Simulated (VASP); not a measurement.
Input of a VASP 6.6.1 run:

The input POSCAR:

```
BN
1.0
    2.5539396017      0.0000000000      0.0000000000
   -1.2769698009      2.2117765748      0.0000000000
    0.0000000000      0.0000000000      4.2268550000
B N
2 2
Direct
    0.6666666667      0.3333333333      0.9997240000
    0.3333333333      0.6666666667      0.4997240000
    0.6666666667      0.3333333333      0.7317381332
    0.3333333333      0.6666666667      0.1252760000
```

Contents of INCAR.step1:

```
  PREC = Accurate
  ENCUT = 520
  ISMEAR = 0
  SIGMA = 0.05
  LREAL = F
  LASPH = T
  NELM = 60
  NBANDS = 16
  GGA = PE
  ALGO = Normal
  EDIFF = 1E-4
  LWAVE = T
  LCHARG = F
```

The input INCAR.step2:

```
  PREC = Accurate
  ENCUT = 520
  EDIFF = 1E-7
  ISMEAR = 0
  SIGMA = 0.05
  LREAL = F
  LASPH = T
  NELM = 60
  ALGO = Normal
  ISIF = 2
  LWAVE = F
  LCHARG = F
  METAGGA = R2SCAN
  LMIXTAU = T
  NBANDS = 16
  ISTART = 1
```

File KPOINTS:

```
regular mesh
0
Gamma
  12 12 6
```

Potentials or basis: VASP PAW PBE potentials, release 64 (B, N).

Launch:

```console
$ cat potpaw_PBE.64/B/POTCAR potpaw_PBE.64/N/POTCAR > POTCAR
$ cp INCAR.step1 INCAR
$ mpirun -np 1 vasp_std > vasp.out
$ cp INCAR.step2 INCAR
$ mpirun -np 1 vasp_std > vasp.out
```

**Question.** Estimate the pressure.

**Answer.** 58.7 GPa.

**Question.** Estimate the largest force.

**Answer.** 35.941 eV/Å.

**Question.** What does it give for the band gap on the k mesh?

**Answer.** 1.47 eV, indirect (least direct gap 5.29 eV).

Stress tensor (GPa, compression positive):
```
 14.75   0.00   0.00
  0.00  14.75   0.00
  0.00   0.00 146.74
```

Caveat: the cell differs from its parent crystal (atom 3 (N) moved by (+0.000, +0.450) A along x and z); the PAW data sets were made with another functional, which shifts forces and pressure a little. A k mesh can miss the band edges.
